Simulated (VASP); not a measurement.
The system is Li2ZrP2.

```
CELL_PARAMETERS angstrom
-1.91264 1.91264 5.01832
1.91264 -1.91264 5.01832
1.91264 1.91264 -5.01832
ATOMIC_POSITIONS crystal
Li 0.25000 0.75000 0.50000
Li 0.75000 0.25000 0.50000
Zr 0.00000 0.00000 0.00000
P 0.62600 0.62600 0.00000
P 0.37400 0.37400 0.00000
```

```yaml
Program: VASP 6.6.1
Task: relaxation of cell and atoms
Functional: PBE
Potentials_or_basis: VASP PAW PBE potentials, release 64 (Li_sv, Zr_sv, P)
Cutoff: 600 eV
k_mesh: 6 × 6 × 6
Occupations: gaussian, width 0.1 eV
Spin: no spin polarisation
```

At the start: pressure -1.8 GPa; volume 14.69 Å³/atom.

Q: How do energy, volume and symmetry change on relaxing?

A: Over 15 steps the energy falls by 152.5 meV/atom and the volume is 14.79 Å³/atom (+0.7 %); space group I4/mmm (No. 139, to 0.1 Å) before and after.

The path:
| step | energy change (eV) | largest force (eV/Å) | pressure (GPa) | volume (Å³) |
| --- | --- | --- | --- | --- |
| 1 | 0.0000 | 1.9377 | -1.78 | 73.43 |
| 2 | -0.3753 | 1.2420 | 0.29 | 71.69 |
| 3 | -0.5454 | 0.6056 | 5.02 | 69.61 |
| 4 | -0.6756 | 1.0505 | 3.20 | 71.72 |
| 5 | -0.6771 | 1.1667 | 2.81 | 72.38 |
| 6 | -0.7492 | 0.0501 | -1.11 | 74.61 |
| 7 | -0.7493 | 0.0882 | -0.94 | 74.49 |
| 8 | -0.7543 | 0.0486 | -0.14 | 73.79 |
| 9 | -0.7553 | 0.0240 | 0.40 | 73.34 |
| 10 | -0.7572 | 0.0183 | 0.28 | 73.46 |
| 11 | -0.7600 | 0.1547 | -0.05 | 73.80 |
| 12 | -0.7601 | 0.1261 | 0.01 | 73.74 |
| 13 | -0.7617 | 0.0849 | 0.04 | 73.84 |
| 14 | -0.7618 | 0.0741 | 0.05 | 73.87 |
| 15 | -0.7623 | 0.0207 | 0.02 | 73.93 |

Final structure:
```
CELL_PARAMETERS angstrom
-1.80073 1.80073 5.69952
1.80073 -1.80073 5.69952
1.80073 1.80073 -5.69952
ATOMIC_POSITIONS crystal
Li 0.25000 0.75000 0.50000
Li 0.75000 0.25000 0.50000
Zr 0.00000 0.00000 0.00000
P 0.60422 0.60422 0.00000
P 0.39578 0.39578 0.00000
```

Caveat: the cutoff is under 1.25 times the usual one of these potentials, so pressure, stress and relaxed cells hold a basis-set (Pulay) error.
